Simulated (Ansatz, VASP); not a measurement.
Two plane-wave programs on SrTiO3

```
Sr Ti O
1.0
     3.87879    0.00000    0.00000
     0.00000    3.87879    0.00000
     0.00000    0.00000    3.87879
Sr Ti O
1 1 3
Direct
  0.00000 0.00000 0.00000
  0.50000 0.50000 0.50000
  0.00000 0.50000 0.50000
  0.50000 0.00000 0.50000
  0.50000 0.50000 0.00000
```

Change from the starting cell: volume scaled by 0.98, PAW files.

Alike in both runs: task electric field gradients; functional PBE; k mesh 7 × 7 × 7; occupations fermi-dirac, width 0.05 eV; no spin polarisation.

|  | VASP | Ansatz |
| --- | --- | --- |
| version | VASP 6.6.1 | Ansatz 0.2.0 |
| potentials or method | VASP PAW PBE potentials, release 64 (Sr_sv, Ti_sv, O) | PAW with Ansatz's default frozen-core files, scalar-relativistic |
| plane-wave cutoff (eV) | 520 | 420 |
| valence electrons in the cell | 40 | 40 |

|  | VASP | Ansatz | Ansatz less VASP |
| --- | --- | --- | --- |
| gap on the k mesh at the Fermi level (eV) | 1.96 | 1.99 | +0.033 |
| pressure (GPa) | 9.0 | 8.3 | -0.69 |
| size of Vzz on the site where it differs most (V/Å²) | 9.4 | 10.9 | +1.54 |
